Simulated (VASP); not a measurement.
Here is a VASP 6.6.1 calculation.

The input INCAR:

```
SYSTEM = CaB15N15
PREC = Accurate ; ENCUT = 520
EDIFF = 1E-6 ; ISMEAR = 0
SIGMA = 0.01 ; LREAL = Auto
LASPH = .TRUE. ; NELM = 150
ALGO = Normal ; ISIF = 2
LWAVE = .FALSE. ; LCHARG = .FALSE.
ISPIN = 2 ; MAGMOM = 0.02 0 0.01 0.2 0 0.01 0 0 0 0 0 0.02 0.01 0 0 0.08 0.01 0.01 0.01 0 0 0 0.01 0 0 0.01 0 0 0.01 0.01 0
LORBIT = 11 ; NUPDOWN = 1.0
GGA = PE ; NBANDS = 90
NELECT = 131.0
```

Contents of KPOINTS:

```
Automatic mesh
0
Gamma
  1 1 1
  0.25 0.25 0.25
```

POSCAR

```
CaB15N15
1.0
   -3.6241103800      3.6241103800     -3.6241103800
    3.6241103800      3.6241103800      3.6241103800
    3.6241103800     -3.6241103800     -3.6241103800
B Ca N
15 1 15
Direct
   -0.0304999421     -0.0069120929     -0.0163245672
    0.0085459925      0.2560651451      0.7610197758
    0.0065976567      0.5067113510      0.5031066529
   -0.0077140737      0.7135615081      0.2428878074
    0.2511777344      0.0074090313      0.7672137783
    0.2525571522      0.5066842962      0.2568862830
    0.2494003206      0.7512213178      0.0026381130
    0.5169401773      0.0074902455      0.5016603522
    0.5105946103      0.2559009740      0.2588807671
    0.4999294664      0.5011229065      0.0068664659
    0.4916624461      0.7472936747      0.7420210333
    0.7332979758     -0.0071669741      0.2199381053
    0.7468832165      0.2509691493     -0.0027817812
    0.7565563268      0.5012578596      0.7504157414
    0.7522191912      0.7511714009      0.4998054861
    0.1771885075      0.1484715426      0.4274147634
   -0.0074793816      0.2521366070      0.0007284505
    0.0104159600      0.5069736868      0.7571398811
   -0.0007452829      0.7521984159      0.5049556368
    0.2436482321     -0.0009833427      0.0140483791
    0.2559305410      0.2567628564      0.8012979128
    0.2491830472      0.5294309009      0.4995820744
    0.2544327485      0.7523181599      0.2497101918
    0.5020503157      0.0057633981      0.7524593170
    0.5511203425      0.2568765584      0.5064184443
    0.5066889441      0.5069112762      0.2607604108
    0.4929408405      0.7473151323     -0.0065157195
    0.7635939333     -0.0010482118      0.4940072477
    0.7505406232      0.2519098360      0.2428922895
    0.7454879312      0.4949141080     -0.0040597618
    0.7430694402      0.7473993488      0.7433285814
```

Potentials or basis: VASP PAW PBE potentials, release 64 (B, Ca_sv, N).

Launch:

```console
$ cat potpaw_PBE.64/B/POTCAR potpaw_PBE.64/Ca_sv/POTCAR potpaw_PBE.64/N/POTCAR > POTCAR
$ mpirun -np 1 vasp_std > vasp.out
```

Task: Estimate the largest force.

Result: 0.070 eV/Å.

Forces in eV/Å, atoms in the order of the input:
```
B   -0.006  0.009 -0.032
B   -0.012 -0.014  0.029
B    0.002 -0.028  0.028
B   -0.008  0.002 -0.018
B   -0.006 -0.019 -0.038
B   -0.018  0.016  0.018
B    0.004  0.009  0.002
B   -0.018 -0.017 -0.027
B   -0.012  0.014  0.021
B    0.002  0.020  0.002
B    0.004 -0.004 -0.028
B    0.007  0.009 -0.027
B    0.009 -0.004  0.000
B    0.020 -0.001  0.002
B    0.013  0.000  0.009
Ca  -0.021 -0.025  0.062
N   -0.002 -0.004 -0.018
N   -0.015  0.001  0.006
N    0.002  0.010 -0.006
N   -0.022  0.026  0.030
N    0.049 -0.016 -0.043
N    0.023  0.029  0.015
N    0.003  0.005 -0.013
N   -0.009 -0.004  0.016
N   -0.019  0.040 -0.038
N   -0.004 -0.020  0.006
N   -0.018 -0.008 -0.002
N    0.023 -0.017  0.020
N    0.027 -0.004  0.007
N    0.008  0.013  0.028
N   -0.007 -0.018 -0.014
```

Caveat: the k points lie up to 1.23 Å⁻¹ apart; the cell carries a net charge on a neutralising background, which shifts energy and pressure; the total moment is fixed, so each spin has its own Fermi level.
